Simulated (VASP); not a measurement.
Input of a VASP 6.6.1 run:

INCAR

```
ALGO = Normal
EDIFF = 1E-6
ENCUT = 520
GGA = PE
ISIF = 2
ISMEAR = 0
LASPH = T
LCHARG = F
LREAL = F
LWAVE = F
NBANDS = 8
NELM = 80
PREC = Accurate
SIGMA = 0.1
```

Contents of KPOINTS:

```
k-points
0
Gamma
  14 14 14
```

POSCAR

```
Sb
1.0
    3.1600000000      0.0000000000      0.0000000000
    0.0000000000      3.1600000000      0.0000000000
    0.0000000000      0.0000000000      3.1600000000
Sb
1
Direct
    0.0000000000      0.0000000000      0.0000000000
```

Potentials or basis: VASP PAW PBE potentials, release 64 (Sb).

Command:

```console
$ cat potpaw_PBE.64/Sb/POTCAR > POTCAR
$ mpirun -np 1 vasp_std > vasp.out
```

Predict the pressure.

-2.4 GPa.
